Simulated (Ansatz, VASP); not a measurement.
Two plane-wave programs on CoO

Contents of INCAR:

```
SYSTEM = CoO
PREC = Accurate ; ENCUT = 520
EDIFF = 1E-6 ; ISMEAR = 0
SIGMA = 0.05 ; LREAL = .FALSE.
LASPH = .TRUE. ; NELM = 150
ALGO = Normal ; ISIF = 2
LWAVE = .FALSE. ; LCHARG = .FALSE.
ISPIN = 2 ; MAGMOM = 2.8 -2.8 0 0
LORBIT = 11 ; LMAXMIX = 4
LDAU = .TRUE. ; LDAUTYPE = 2
LDAUL = 2 -1 ; LDAUU = 3.3 0
LDAUJ = 0 0 ; LDAUPRINT = 1
GGA = PE ; NBANDS = 27
```

KPOINTS

```
Automatic mesh
0
G
  10 10 10
  0 0 0
```

POSCAR

```
CoO
1.0
   -2.1310873337     -2.1310873337      4.2920764647
   -4.2920764647     -2.1310873337      2.1310873337
   -2.1310873337     -4.2920764647      2.1310873337
Co O
2 2
Direct
    0.0000000000      0.0000000000      0.0000000000
    0.5000000000      0.5000000000      0.5000000000
    1.2499999983     -0.7500000017     -0.7500000017
    1.7500000017     -0.2499999983     -0.2499999983
```

Input for Ansatz:

```yaml
crystal:
  lattice:
    - [-2.1310873337, -2.1310873337, 4.2920764647]
    - [-4.2920764647, -2.1310873337, 2.1310873337]
    - [-2.1310873337, -4.2920764647, 2.1310873337]
  atoms:
    - { symbol: Co, position: [0.0, 0.0, 0.0], spin: 2.8 }
    - { symbol: O, position: [1.2499999983, -0.7500000017, -0.7500000017] }
    - { symbol: Co, position: [0.5, 0.5, 0.5], spin: -2.8 }
    - { symbol: O, position: [1.7500000017, -0.2499999983, -0.2499999983] }
basis:
  ecutwfc: 420
  ecutrho_ratio: 4
kpoints:
  mp_grid: { grid: [10, 10, 10] }
  band_path:
    path:
      - [[0.0, 0.0, 0.0], [1.0, 1.0, 1.0], [1.0, 0.75175694, 1.24824306]]
      - [[0.24824306, 0.0, 0.75175694], [0.5, 0.0, 0.5], [0.0, 0.0, 0.0], [0.0, -0.37587847, 0.37587847]]
      - [[0.62412153, 0.37587847, 1.0], [0.5, 0.5, 1.0], [0.0, 0.0, 0.0]]
    npoints: 14
hamiltonian:
  xc: pbe
  hubbard: { sites: [{ species: Co, l: d, u_eff: 3.3 }] }
scf:
  occupations: { method: gaussian, width: 0.05 }
  lower_state_search: "off"
  n_extra_bands: 19
output:
  forces: true
  stress: true
  eigenvalues: true
  populations: true
  hubbard: { sites: [{ species: Co, l: d }] }
  dos: { projected: true, de: 0.02, nscf_kmesh: { grid: [15, 15, 15] } }
  bader: true
magnetization:
  spin_polarized: true
checkpoint:
  read: start.run
  write: ck
  compress: false
  write_wavefunctions: false
  write_every: 100000
```

Alike in both runs: task single point; functional PBE; k mesh 10 × 10 × 10; occupations gaussian, width 0.05 eV; collinear spin; Hubbard terms Co d U = 3.3 eV.

|  | VASP | Ansatz |
| --- | --- | --- |
| version | VASP 6.6.1 | Ansatz 0.2.0 |
| potentials or method | VASP PAW PBE potentials, release 64 (Co, O), cutoff 520 eV | scalar-relativistic, plane waves, PAW |
| valence electrons in the cell | 30 | 46 |

Ansatz gave:

```
pressure (GPa)                                                : 0.0
net moment per atom (μB)                                      : 0.00
size of the moment on the site where the two differ most (μB) : 2.54
```

Which values does VASP return?

Pressure (GPa): -6.7; net moment per atom (μB): 0.00; size of the moment on the site where the two differ most (μB): 2.66.

Site moments also hang on the region over which each program counts them. The programs project onto different local orbitals, so the same U acts differently, and such runs can settle in different states. VASP's potentials hold 30 valence electrons a cell and Ansatz's 46, so a difference there can come from the potentials and not from the codes. Ansatz's warnings: stability check not made.
